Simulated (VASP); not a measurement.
# MoP in VASP: further runs

The runs below take MoP through single point, with PBEsol.

Program: VASP 6.6.1. These are calculated values, not measurements. Logs are shortened: lines on timing, memory, paths and dates and some standing lists are left out, and cuts for length are marked.

## (1) The cell of the first run

The cell holds a slab with vacuum, 6 atoms: a = 3.206 Å, b = 3.206 Å, c = 33.622 Å, α = 90.00°, β = 90.00°, γ = 120.00°.

## (2) Single point, PBEsol

File INCAR:

```
SYSTEM = MoP
ALGO = Normal ; DIPOL = 0.5 0.5 0.346
EDIFF = 1E-7 ; ENCUT = 520
GGA = PS ; IDIPOL = 3
ISIF = 2 ; ISMEAR = 0
LASPH = .TRUE. ; LCHARG = .FALSE.
LDIPOL = .TRUE. ; LREAL = .FALSE.
LWAVE = .FALSE. ; NBANDS = 38
NELM = 60 ; PREC = Accurate
SIGMA = 0.1
```

File KPOINTS:

```
k-points
0
G
  12 12 1
  0 0 0
```

File POSCAR:

```
MoP
1.0
    3.2062346808      0.0000000000      0.0000000000
   -1.6031173404      2.7766806841      0.0000000000
    0.0000000000      0.0000000000     33.6219125844
P Mo
3 3
Direct
    0.6666666667      0.3333333333      0.2272793165
    0.6666666667      0.3333333333      0.3229031574
    0.6666666667      0.3333333333      0.4190108353
    0.0000000000      0.0000000000      0.2743394613
    0.0000000000      0.0000000000      0.3694613216
    0.0000000000      0.0000000000      0.4625743956
```

Potentials or basis: VASP PAW PBE potentials, release 64 (P, Mo_sv).

The run is started by

```bash
cat potpaw_PBE.64/P/POTCAR potpaw_PBE.64/Mo_sv/POTCAR > POTCAR
mpirun -np 1 vasp_std > vasp.out
```

OUTCAR:

```text
SYSTEM = MoP
   EDIFF = 1E-7
   ENCUT = 520
   GGA = PS
   ISIF = 2
   ISMEAR = 0
   LASPH = .TRUE.
   LREAL = .FALSE.
   NELM = 60
   PREC = Accurate

 ion  position               nearest neighbor table
   1  0.667  0.333  0.227-   4 2.44   4 2.44   4 2.44
   2  0.667  0.333  0.323-   5 2.42   5 2.42   5 2.42   4 2.47   4 2.47   4 2.47
   3  0.667  0.333  0.419-   6 2.36   6 2.36   6 2.36   5 2.49   5 2.49   5 2.49
   4  0.000  0.000  0.274-   1 2.44   1 2.44   1 2.44   2 2.47   2 2.47   2 2.47   5 3.20
   5  0.000  0.000  0.369-   2 2.42   2 2.42   2 2.42   3 2.49   3 2.49   3 2.49   6 3.13   4 3.20

   6  0.000  0.000  0.463-   3 2.36   3 2.36   3 2.36   5 3.13

  LATTYP: Found a hexagonal cell.
 ALAT       =     3.2062346808
 C/A-ratio  =    10.4864166013

  Lattice vectors:

 A1 = (   3.2062346808,   0.0000000000,   0.0000000000)
 A2 = (  -1.6031173404,   2.7766806841,   0.0000000000)
 A3 = (   0.0000000000,   0.0000000000,  33.6219125844)

Analysis of symmetry for initial positions (statically):
=====================================================================
 Subroutine PRICEL returns:
 Original cell was already a primitive cell.

 Routine SETGRP: Setting up the symmetry group for a
 hexagonal supercell.

 Subroutine GETGRP returns: Found  6 space group operations
 (whereof  6 operations were pure point group operations)
 out of a pool of 24 trial point group operations.

The static configuration has the point symmetry C_3v.

Analysis of symmetry for dynamics (positions and initial velocities):
=====================================================================
 Subroutine PRICEL returns:
 Original cell was already a primitive cell.

 Routine SETGRP: Setting up the symmetry group for a
 hexagonal supercell.

 Subroutine GETGRP returns: Found  6 space group operations
 (whereof  6 operations were pure point group operations)
 out of a pool of 24 trial point group operations.

The dynamic configuration has the point symmetry C_3v.

 Subroutine INISYM returns: Found  6 space group operations
 (whereof  6 operations are pure point group operations),
 and found     1 'primitive' translations

----------------------------------------------------------------------------------------

                                     Primitive cell

  volume of cell :     299.3255

  direct lattice vectors                    reciprocal lattice vectors
     3.206234681  0.000000000  0.000000000     0.311892328  0.180071120  0.000000000
    -1.603117340  2.776680684  0.000000000     0.000000000  0.360142240  0.000000000
     0.000000000  0.000000000 33.621912584     0.000000000  0.000000000  0.029742508

  length of vectors
     3.206234681  3.206234681 33.621912584     0.360142240  0.360142240  0.029742508

  position of ions in fractional coordinates (direct lattice)
     0.666666667  0.333333333  0.227279317
     0.666666667  0.333333333  0.322903157
     0.666666667  0.333333333  0.419010835
     0.000000000  0.000000000  0.274339461
     0.000000000  0.000000000  0.369461322
     0.000000000  0.000000000  0.462574396

  ion indices of the primitive-cell ions
   primitive index   ion index
                 1           1
                 2           2
                 3           3
                 4           4
                 5           5
                 6           6

----------------------------------------------------------------------------------------

 KPOINTS: k-points

Automatic generation of k-mesh.
 Grid dimensions read from file:
 generate k-points for:   12   12    1

 Generating k-lattice:

  Cartesian coordinates                     Fractional coordinates (reciprocal lattice)
     0.025991027  0.015005927  0.000000000     0.083333333  0.000000000  0.000000000
     0.000000000  0.030011853  0.000000000     0.000000000  0.083333333  0.000000000
     0.000000000  0.000000000  0.029742508     0.000000000  0.000000000  1.000000000

  Length of vectors
     0.030011853  0.030011853  0.029742508

  Shift w.r.t. Gamma in fractional coordinates (k-lattice)
     0.000000000  0.000000000  0.000000000

 Subroutine IBZKPT returns following result:
 ===========================================

 Found     19 irreducible k-points:

 Following reciprocal coordinates:
            Coordinates               Weight
  0.000000  0.000000  0.000000      1.000000
  0.083333 -0.000000  0.000000      6.000000
  0.166667 -0.000000  0.000000      6.000000
  0.250000 -0.000000  0.000000      6.000000
  0.333333 -0.000000  0.000000      6.000000
  0.416667 -0.000000  0.000000      6.000000
[... 11 lines left out ...]
  0.333333  0.250000  0.000000     12.000000
  0.333333  0.333333  0.000000      2.000000
   k-points           NKPTS =     19   k-points in BZ     NKDIM =     19   number of bands    NBANDS=     38
   number of dos      NEDOS =    301   number of ions     NIONS =      6
   total plane-waves  NPLWV = 144000
   dimension x,y,z NGX =    24 NGY =   24 NGZ =  250
   dimension x,y,z NGXF=    48 NGYF=   48 NGZF=  500
   ions per type =               3   3
   NGX,Y,Z   is equivalent  to a cutoff of  12.44, 12.44, 12.36 a.u.
   NGXF,Y,Z  is equivalent  to a cutoff of  24.89, 24.89, 24.72 a.u.
 SYSTEM =  MoP
   PREC   = accura    normal or accurate (medium, high low for compatibility)
   ISTART =      0    job   : 0-new  1-cont  2-samecut
   ICHARG =      2    charge: 1-file 2-atom 10-const
   ISPIN  =      1    spin polarized calculation?
   LNONCOLLINEAR =      F non collinear calculations
   LSORBIT =      F    spin-orbit coupling
   LASPH  =      T    aspherical Exc in radial PAW
   ENCUT  =  520.0 eV  38.22 Ry    6.18 a.u.   5.96  5.96 62.51*2*pi/ulx,y,z
   NELM   =     60;   NELMIN=  2; NELMDL= -5     # of ELM steps
   EDIFF  = 0.1E-06   stopping-criterion for ELM
   LREAL  =      F    real-space projection
   EDIFFG = 0.1E-05   stopping-criterion for IOM
   NSW    =      0    number of steps for IOM
   IBRION =     -1    ionic relax: 0-MD 1-quasi-New 2-CG
   NFREE  =      0    steps in history (QN), initial steepest desc. (CG)
   ISIF   =      2    stress and relaxation
   ISYM   =      2    0-nonsym 1-usesym 2-fastsym
   POTIM  = 0.5000    time-step for ionic-motion
   TEBEG  =    0.0;   TEEND  =   0.0 temperature during run
   PSTRESS=    0.0 pullay stress
   NELECT =      57.0000    total number of electrons
   NUPDOWN=      -1.0000    fix difference up-down
   EMIN   =  10.00;   EMAX   =-10.00  energy-range for DOS
   EFERMI =   0.00;   METHOD = LEGACY
   ISMEAR =     0;   SIGMA  =   0.10  broadening in eV -4-tet -1-fermi 0-gaus
   EFERMI_NEDOS =   21; number of points for ismear=-14 and -15
   IALGO  =     38    algorithm
   IMIX   =      4    mixing-type and parameters
     AMIX     =   0.40;   BMIX     =  1.00
     AMIX_MAG =   1.60;   BMIX_MAG =  1.00
  volume/ion in A,a.u.               =      49.89       336.66
  Fermi-wavevector in a.u.,A,eV,Ry     =   0.941858  1.779853 12.069669  0.887096
  Thomas-Fermi vector in A             =   2.069410
   LORBIT       =      0    0 simple, 1 ext, 2 COOP (PROOUT), +10 PAW based schemes
   GGA     = PS    functional components
   LHFCALC =     F    Hartree Fock is set to
   AEXX    =    0.0000 exact exchange contribution
   IVDW    =     0    specifies the selected vdW correction
   LEPSILON=     F    determine dielectric tensor
   LRPA    =     F    only Hartree local field effects (RPA)
 non-spin polarized calculation
 Gauss-broadening in eV      SIGMA  =   0.10
  energy-cutoff  :      520.00
  volume of cell :      299.33
 maximum number of plane-waves:      8124
 NGX is ok and might be reduce to    24
   NGX = 11   NGY = 11   NGZ =125

 dipolmoment           0.000000      0.000000      0.120164 electrons x Angstroem

 number of electron      56.9999996 magnetization

 dipolmoment           0.000000      0.000000     -0.067531 electrons x Angstroem

 Free energy of the ion-electron system (eV)
  ---------------------------------------------------
  ext. energy  EPLUGINS =         0.00000000
  ---------------------------------------------------
  free energy    TOTEN  =       -53.71606721 eV

  energy without entropy =      -53.69091620  energy(sigma->0) =      -53.70349170

 E-fermi :  -0.1851     XC(G=0):  -4.2825

 val. band max:       -0.2154060921   @ k =   0.2500   0.0833   0.0000
 cond. band min:      -0.1791565855   @ k =   0.0833  -0.0000   0.0000
 fundamental gap:      0.0362495066
 Fermi energy:        -0.1850525069

 k-point     1 :       0.0000    0.0000    0.0000
  band No.  band energies     occupation
      1     -61.2881      2.00000
      2     -61.0285      2.00000
      3     -60.9927      2.00000
      4     -35.6629      2.00000
      5     -35.3692      2.00000
      6     -35.2451      2.00000
[... 30 lines left out ...]
     37       3.9095      0.00000
     38       4.4690      0.00000

 k-point     2 :       0.0833   -0.0000    0.0000
  band No.  band energies     occupation
      1     -61.2858      2.00000
      2     -61.0263      2.00000
      3     -60.9904      2.00000
      4     -35.6581      2.00000
      5     -35.3659      2.00000
      6     -35.2690      2.00000
[... 30 lines left out ...]
     37       4.0027      0.00000
     38       4.0550      0.00000

 k-point     3 :       0.1667   -0.0000    0.0000
  band No.  band energies     occupation
      1     -61.2794      2.00000
      2     -61.0204      2.00000
      3     -60.9841      2.00000
      4     -35.6451      2.00000
      5     -35.3578      2.00000
      6     -35.3332      2.00000
[... 30 lines left out ...]
     37       3.8554      0.00000
[... 576 lines left out ...]
 k-point    18 :       0.3333    0.2500    0.0000
  band No.  band energies     occupation
      1     -61.2503      2.00000
      2     -60.9929      2.00000
      3     -60.9549      2.00000
      4     -35.5846      2.00000
      5     -35.5340      2.00000
      6     -35.4290      2.00000
[... 30 lines left out ...]
     37       3.7365      0.00000
     38       4.7375      0.00000

 k-point    19 :       0.3333    0.3333    0.0000
  band No.  band energies     occupation
      1     -61.2492      2.00000
      2     -60.9918      2.00000
      3     -60.9538      2.00000
      4     -35.5822      2.00000
      5     -35.5060      2.00000
      6     -35.4716      2.00000
[... 30 lines left out ...]
     37       4.2686      0.00000
     38       4.6476      0.00000

------------------------ aborting loop because EDIFF is reached ----------------------------------------

 vacuum level on the upper side and lower side of the slab       (xc-potential included)        -0.683         0.667

  FORCE on cell =-STRESS in cart. coord.  units (eV):
  Direction    XX          YY          ZZ          XY          YZ          ZX
  --------------------------------------------------------------------------------------
  -------------------------------------------------------------------------------------
  Total       -4.8423172     -4.8423172     -1.5373036      0.0000000      0.0000000      0.0000000
  in kB      -25.9191141    -25.9191141     -8.2286117      0.0000000      0.0000000      0.0000000
  external PRESSURE =     -20.0222800 kB  Pullay stress =       0.0000000 kB

 VOLUME and BASIS-vectors are now :
 -----------------------------------------------------------------------------
  energy-cutoff  :      520.00
  volume of cell :      299.33
      direct lattice vectors                 reciprocal lattice vectors
     3.206234681  0.000000000  0.000000000     0.311892328  0.180071120  0.000000000
    -1.603117340  2.776680684  0.000000000     0.000000000  0.360142240  0.000000000
     0.000000000  0.000000000 33.621912584     0.000000000  0.000000000  0.029742508

 POSITION                                       TOTAL-FORCE (eV/Angst)
 -----------------------------------------------------------------------------------
      1.60312      0.92556      7.64157         0.000000     -0.000000     -0.133484
      1.60312      0.92556     10.85662         0.000000     -0.000000     -0.021157
      1.60312      0.92556     14.08795         0.000000      0.000000      0.718069
      0.00000      0.00000      9.22382        -0.000000      0.000000      0.110698
      0.00000      0.00000     12.42200        -0.000000      0.000000      0.289868
      0.00000      0.00000     15.55264        -0.000000      0.000000     -0.963995
 -----------------------------------------------------------------------------------
    total drift:                                0.000000      0.000000     -0.000006

  FREE ENERGIE OF THE ION-ELECTRON SYSTEM (eV)
  ---------------------------------------------------
  free  energy   TOTEN  =       -53.7160672085 eV

  energy  without entropy=      -53.6909161970  energy(sigma->0) =      -53.70349170

 vacuum level on the upper side and lower side of the slab         4.073         5.445
```

It took 5.7 min on 1 thread of Intel Xeon 6975P-C (Granite Rapids), shared host; peak memory 0.45 GiB.

What came out:

| Quantity | Value |
| --- | --- |
| Free energy | -53.7161 eV |
| Largest force | 0.964 eV/Å |
| Band gap on the k mesh | zero (an odd number of electrons rules out a gap without spin polarisation) |

Forces on the atoms (eV/Å):
```
P    0.000  0.000 -0.133
P    0.000  0.000 -0.021
P    0.000  0.000  0.718
Mo   0.000  0.000  0.111
Mo   0.000  0.000  0.290
Mo   0.000  0.000 -0.964
```

Levels at points of the mesh, in eV from the Fermi level:
| k point | band 24 | band 25 | band 26 | band 27 | band 28 | band 29 | band 30 | band 31 | band 32 | band 33 |
| --- | --- | --- | --- | --- | --- | --- | --- | --- | --- | --- |
| (0.00, 0.00, 0.00) | -1.85 | -1.20 | -1.20 | -0.72 | -0.51 | -0.51 | -0.43 | 0.34 | 0.48 | 0.48 |
| (0.50, 0.00, 0.00) | -2.37 | -1.52 | -1.07 | -0.27 | 0.19 | 0.84 | 1.13 | 1.48 | 1.98 | 2.06 |

Caveat: the PAW data sets were made with another functional, which shifts forces and pressure a little; an odd number of electrons without spin polarisation forces a metal; a magnetic or distorted state may lie lower.

(Continued in part 2 of 2.)

The gap in the log of VASP goes by the Fermi energy; the results here count the filled bands.